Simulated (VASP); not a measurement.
# Si (Cm) in VASP: single point with LDA

Aim: the single point of Si with LDA.

All numbers are computed with VASP 6.6.1; they aren't measurements. Logs are shortened: lines on timing, memory, paths and dates and some standing lists are left out, and cuts for length are marked.

### Step 1. The cell of the first run

It takes space group Cm (No. 8, monoclinic). Conventional cell: a = 3.817 Å, b = 9.337 Å, c = 5.044 Å, α = 90.00°, β = 112.23°, γ = 90.00°. Si (site symmetry m) has 4 Si at 2.24 to 2.41 Å within 3.0 Å. Si (site symmetry m) has 4 Si at 2.24 to 2.41 Å within 3.0 Å. Within 3.1 Å of Si (site symmetry 1) lie 4 Si at 2.33 to 2.36 Å.

### Step 2. Single point, LDA (atom 1 (Si) moved by (+0.000, -0.100) A along x and z)

Input file INCAR:

```
ALGO = Normal
EDIFF = 1E-7
ENCUT = 520
GGA = CA
ISIF = 2
ISMEAR = 0
LASPH = True
LCHARG = False
LREAL = False
LWAVE = False
NBANDS = 16
NELM = 60
PREC = Accurate
SIGMA = 0.03
```

Input file KPOINTS:

```
k-points
0
Gamma
  10 10 10
```

Input file POSCAR:

```
Si
1.0
   -3.3012718576      3.3012718576      1.9083649472
    3.3012718576     -3.3012718576      1.9083649472
    3.3012718576      3.3012718576     -1.9083649472
Si
4
Direct
    0.1526428906      0.1526428906      0.3576866598
    0.8211566701      0.8211566701      0.6423133402
    0.1788433299      0.8211566701      0.0000000000
    0.8211566701      0.1788433299      0.0000000000
```

Potentials or basis: VASP PAW LDA potentials, release 64 (Si).

The run is started by

```bash
$ cat potpaw_LDA.64/Si/POTCAR > POTCAR
$ mpirun -np 1 vasp_std > vasp.out
```

OUTCAR:

```text
EDIFF = 1E-7
   ENCUT = 520
   GGA = CA
   ISIF = 2
   ISMEAR = 0
   LASPH = True
   LREAL = False
   NELM = 60
   PREC = Accurate

 ion  position               nearest neighbor table
   1  0.153  0.153  0.358-   2 2.24   3 2.36   4 2.36   2 2.41
   2  0.821  0.821  0.642-   1 2.24   3 2.36   4 2.36   1 2.41
   3  0.179  0.821  0.000-   4 2.33   4 2.33   2 2.36   1 2.36
   4  0.821  0.179  0.000-   3 2.33   3 2.33   2 2.36   1 2.36

  LATTYP: Found a body centered tetragonal cell.
 ALAT       =     6.6025437152
 C/A-ratio  =     0.5780696136

  Lattice vectors:

 A1 = (  -3.3012718576,   3.3012718576,   1.9083649472)
 A2 = (   3.3012718576,  -3.3012718576,   1.9083649472)
 A3 = (   3.3012718576,   3.3012718576,  -1.9083649472)

Analysis of symmetry for initial positions (statically):
=====================================================================
 Subroutine PRICEL returns:
 Original cell was already a primitive cell.

 Routine SETGRP: Setting up the symmetry group for a
 body centered tetragonal supercell.

 Subroutine GETGRP returns: Found  2 space group operations
 (whereof  2 operations were pure point group operations)
 out of a pool of 16 trial point group operations.

The static configuration has the point symmetry C_1h.

Analysis of symmetry for dynamics (positions and initial velocities):
=====================================================================
 Subroutine PRICEL returns:
 Original cell was already a primitive cell.

 Routine SETGRP: Setting up the symmetry group for a
 body centered tetragonal supercell.

 Subroutine GETGRP returns: Found  2 space group operations
 (whereof  2 operations were pure point group operations)
 out of a pool of 16 trial point group operations.

The dynamic configuration has the point symmetry C_1h.

 Subroutine INISYM returns: Found  2 space group operations
 (whereof  2 operations are pure point group operations),
 and found     1 'primitive' translations

----------------------------------------------------------------------------------------

                                     Primitive cell

  volume of cell :      83.1925

  direct lattice vectors                    reciprocal lattice vectors
    -3.301271858  3.301271858  1.908364947     0.000000000  0.151456778  0.262004393
     3.301271858 -3.301271858  1.908364947     0.151456778  0.000000000  0.262004393
     3.301271858  3.301271858 -1.908364947     0.151456778  0.151456778  0.000000000

  length of vectors
     5.043674110  5.043674110  5.043674110     0.302630894  0.302630894  0.214192230

  position of ions in fractional coordinates (direct lattice)
     0.152642891  0.152642891  0.357686660
     0.821156670  0.821156670  0.642313340
     0.178843330  0.821156670  0.000000000
     0.821156670  0.178843330  0.000000000

  ion indices of the primitive-cell ions
   primitive index   ion index
                 1           1
                 2           2
                 3           3
                 4           4

----------------------------------------------------------------------------------------

 KPOINTS: k-points

Automatic generation of k-mesh.
 Grid dimensions read from file:
 generate k-points for:   10   10   10

 Generating k-lattice:

  Cartesian coordinates                     Fractional coordinates (reciprocal lattice)
     0.000000000  0.015145678  0.026200439     0.100000000 -0.000000000  0.000000000
     0.015145678  0.000000000  0.026200439    -0.000000000  0.100000000  0.000000000
     0.015145678  0.015145678  0.000000000     0.000000000  0.000000000  0.100000000

  Length of vectors
     0.030263089  0.030263089  0.021419223

  Shift w.r.t. Gamma in fractional coordinates (k-lattice)
     0.000000000  0.000000000  0.000000000

 Subroutine IBZKPT returns following result:
 ===========================================

 Found    282 irreducible k-points:

 Following reciprocal coordinates:
            Coordinates               Weight
  0.000000  0.000000  0.000000      1.000000
  0.100000 -0.000000  0.000000      4.000000
  0.100000 -0.000000 -0.100000      4.000000
  0.200000 -0.000000  0.000000      4.000000
  0.200000 -0.000000 -0.200000      4.000000
  0.300000 -0.000000  0.000000      4.000000
[... 16 lines left out ...]
  0.400000  0.100000  0.000000      4.000000
  0.500000  0.000000 -0.400000      4.000000
 [... further k-points ...]
   k-points           NKPTS =    282   k-points in BZ     NKDIM =    282   number of bands    NBANDS=     16
   number of dos      NEDOS =    301   number of ions     NIONS =      4
   total plane-waves  NPLWV =  64000
   dimension x,y,z NGX =    40 NGY =   40 NGZ =   40
   dimension x,y,z NGXF=    80 NGYF=   80 NGZF=   80
   ions per type =               4
   NGX,Y,Z   is equivalent  to a cutoff of  13.18, 13.18, 13.18 a.u.
   NGXF,Y,Z  is equivalent  to a cutoff of  26.37, 26.37, 26.37 a.u.
 SYSTEM =  unknown system
   PREC   = accura    normal or accurate (medium, high low for compatibility)
   ISTART =      0    job   : 0-new  1-cont  2-samecut
   ICHARG =      2    charge: 1-file 2-atom 10-const
   ISPIN  =      1    spin polarized calculation?
   LNONCOLLINEAR =      F non collinear calculations
   LSORBIT =      F    spin-orbit coupling
   LASPH  =      T    aspherical Exc in radial PAW
   ENCUT  =  520.0 eV  38.22 Ry    6.18 a.u.   9.38  9.38  9.38*2*pi/ulx,y,z
   NELM   =     60;   NELMIN=  2; NELMDL= -5     # of ELM steps
   EDIFF  = 0.1E-06   stopping-criterion for ELM
   LREAL  =      F    real-space projection
   EDIFFG = 0.1E-05   stopping-criterion for IOM
   NSW    =      0    number of steps for IOM
   IBRION =     -1    ionic relax: 0-MD 1-quasi-New 2-CG
   NFREE  =      0    steps in history (QN), initial steepest desc. (CG)
   ISIF   =      2    stress and relaxation
   ISYM   =      2    0-nonsym 1-usesym 2-fastsym
   POTIM  = 0.5000    time-step for ionic-motion
   TEBEG  =    0.0;   TEEND  =   0.0 temperature during run
   PSTRESS=    0.0 pullay stress
   NELECT =      16.0000    total number of electrons
   NUPDOWN=      -1.0000    fix difference up-down
   EMIN   =  10.00;   EMAX   =-10.00  energy-range for DOS
   EFERMI =   0.00;   METHOD = LEGACY
   ISMEAR =     0;   SIGMA  =   0.03  broadening in eV -4-tet -1-fermi 0-gaus
   EFERMI_NEDOS =   21; number of points for ismear=-14 and -15
   IALGO  =     38    algorithm
   IMIX   =      4    mixing-type and parameters
     AMIX     =   0.40;   BMIX     =  1.00
     AMIX_MAG =   1.60;   BMIX_MAG =  1.00
  volume/ion in A,a.u.               =      20.80       140.35
  Fermi-wavevector in a.u.,A,eV,Ry     =   0.944975  1.785743 12.149691  0.892977
  Thomas-Fermi vector in A             =   2.072831
   LORBIT       =      0    0 simple, 1 ext, 2 COOP (PROOUT), +10 PAW based schemes
   GGA     = CA    functional components
   LHFCALC =     F    Hartree Fock is set to
   AEXX    =    0.0000 exact exchange contribution
   IVDW    =     0    specifies the selected vdW correction
   LEPSILON=     F    determine dielectric tensor
   LRPA    =     F    only Hartree local field effects (RPA)
 non-spin polarized calculation
 Gauss-broadening in eV      SIGMA  =   0.03
  energy-cutoff  :      520.00
  volume of cell :       83.19
 maximum number of plane-waves:      2261
 NGX is ok and might be reduce to    40
   NGX = 19   NGY = 19   NGZ = 19

 number of electron      16.0000000 magnetization

 Free energy of the ion-electron system (eV)
  ---------------------------------------------------
  ext. energy  EPLUGINS =         0.00000000
  ---------------------------------------------------
  free energy    TOTEN  =       -23.31580277 eV

  energy without entropy =      -23.31576359  energy(sigma->0) =      -23.31578318

 E-fermi :   5.7463     XC(G=0):  -9.3874

 val. band max:        5.7353460605   @ k =   0.5000   0.5000   0.5000
 cond. band min:       5.7768181289   @ k =  -0.2000  -0.1000   0.2000
 fundamental gap:      0.0414720684
 Fermi energy:         5.7463066865

 k-point     1 :       0.0000    0.0000    0.0000
  band No.  band energies     occupation
      1      -6.5983      2.00000
      2      -2.2943      2.00000
      3      -0.0322      2.00000
      4      -0.0310      2.00000
      5       1.7313      2.00000
      6       4.0796      2.00000
[... 8 lines left out ...]
     15      11.0115      0.00000
     16      12.2652      0.00000

 k-point     2 :       0.1000   -0.0000    0.0000
  band No.  band energies     occupation
      1      -6.4868      2.00000
      2      -2.3153      2.00000
      3      -0.1618      2.00000
      4       0.1200      2.00000
      5       1.8184      2.00000
      6       3.4619      2.00000
[... 8 lines left out ...]
     15      10.5535      0.00000
     16      12.8467      0.00000

 k-point     3 :       0.1000   -0.0000   -0.1000
  band No.  band energies     occupation
      1      -6.4844      2.00000
      2      -2.3280      2.00000
      3      -0.1910      2.00000
      4       0.1523      2.00000
      5       1.8512      2.00000
      6       3.4539      2.00000
[... 8 lines left out ...]
     15      10.4783      0.00000
     16      12.8516      0.00000

 k-point     4 :       0.2000   -0.0000    0.0000
  band No.  band energies     occupation
      1      -6.1587      2.00000
      2      -2.3193      2.00000
      3      -0.5390      2.00000
      4       0.3464      2.00000
      5       1.9268      2.00000
      6       2.3844      2.00000
[... 8 lines left out ...]
     15      10.9229      0.00000
     16      12.5607      0.00000
[... 324 lines left out ...]
 k-point    22 :       0.0000    0.4000   -0.1000
  band No.  band energies     occupation
      1      -5.1255      2.00000
      2      -2.1233      2.00000
      3      -1.4319      2.00000
      4      -0.7913      2.00000
      5       1.2790      2.00000
      6       2.0085      2.00000
[... 8 lines left out ...]
     15      11.9946      0.00000
     16      13.2436      0.00000

 k-point    23 :       0.4000    0.1000    0.0000
  band No.  band energies     occupation
      1      -4.6530      2.00000
      2      -2.5216      2.00000
      3      -1.8619      2.00000
      4      -0.8192      2.00000
      5       1.0417      2.00000
      6       2.1838      2.00000
[... 8 lines left out ...]
     15      11.5172      0.00000
     16      13.7163      0.00000

 k-point    24 :       0.5000    0.0000   -0.4000
  band No.  band energies     occupation
      1      -4.5160      2.00000
      2      -2.8096      2.00000
      3      -2.0842      2.00000
      4      -0.4679      2.00000
      5       1.1491      2.00000
      6       2.3532      2.00000
[... 8 lines left out ...]
     15      11.7133      0.00000
     16      13.5735      0.00000

 [... further k-points ...]

------------------------ aborting loop because EDIFF is reached ----------------------------------------

  FORCE on cell =-STRESS in cart. coord.  units (eV):
  Direction    XX          YY          ZZ          XY          YZ          ZX
  --------------------------------------------------------------------------------------
  -------------------------------------------------------------------------------------
  Total        0.0994738      0.0994738      0.2039059      0.0848412     -0.7635363     -0.7635363
  in kB        1.9157350      1.9157350      3.9269587      1.6339306    -14.7047031    -14.7047031
  external PRESSURE =       2.5861429 kB  Pullay stress =       0.0000000 kB

 VOLUME and BASIS-vectors are now :
 -----------------------------------------------------------------------------
  energy-cutoff  :      520.00
  volume of cell :       83.19
      direct lattice vectors                 reciprocal lattice vectors
    -3.301271858  3.301271858  1.908364947     0.000000000  0.151456778  0.262004393
     3.301271858 -3.301271858  1.908364947     0.151456778  0.000000000  0.262004393
     3.301271858  3.301271858 -1.908364947     0.151456778  0.151456778  0.000000000

 POSITION                                       TOTAL-FORCE (eV/Angst)
 -----------------------------------------------------------------------------------
      1.18082      1.18082     -0.10000        -0.126753     -0.126753      1.325275
      2.12045      2.12045      1.90836         0.117172      0.117172     -1.231446
      2.12045     -2.12045      1.90836         0.015339     -0.005759     -0.046915
     -2.12045      2.12045      1.90836        -0.005759      0.015339     -0.046915
 -----------------------------------------------------------------------------------
    total drift:                                0.000001      0.000001     -0.000002

  FREE ENERGIE OF THE ION-ELECTRON SYSTEM (eV)
  ---------------------------------------------------
  free  energy   TOTEN  =       -23.3158027686 eV

  energy  without entropy=      -23.3157635861  energy(sigma->0) =      -23.31578318
```

It took 3.4 min on 1 thread of Intel Xeon 6975P-C (Granite Rapids), shared host; peak memory 0.38 GiB.

What came out:

| Property | Result |
| --- | --- |
| Free energy | -23.3158 eV |
| Pressure | 0.3 GPa |
| Largest force | 1.337 eV/Å |
| Band gap on the k mesh | 0.04 eV (least direct gap 0.15 eV) |

Forces on the atoms (eV/Å):
```
Si  -0.127 -0.127  1.325
Si   0.117  0.117 -1.231
Si   0.015 -0.006 -0.047
Si  -0.006  0.015 -0.047
```

Levels at points of the mesh, in eV from the valence-band top:
```csv
k point,band 5,band 6,band 7,band 8,band 9,band 10,band 11,band 12
"(0.00, 0.00, 0.00)",-4.00,-1.66,-1.61,-0.70,1.18,1.40,1.42,2.11
"(0.50, 0.00, 0.00)",-4.63,-3.83,-2.52,-1.53,0.47,2.29,2.95,3.29
"(0.50, 0.00, 0.50)",-4.54,-3.63,-2.62,-1.65,0.69,2.08,2.62,3.32
"(0.50, 0.50, 0.00)",-3.05,-2.18,-2.10,-1.74,1.40,1.64,1.73,3.84
"(0.00, 0.00, 0.50)",-3.06,-2.34,-1.92,-1.79,1.36,1.69,1.72,3.81
"(0.50, 0.50, 0.50)",-3.12,-0.53,-0.13,0.00,0.15,3.17,3.30,3.76
```

Caveat: the cell differs from its parent crystal (atom 1 (Si) moved by (+0.000, -0.100) A along x and z); forces of over 1 eV/Å act on the atoms, so gaps and moduli don't describe the material at rest.
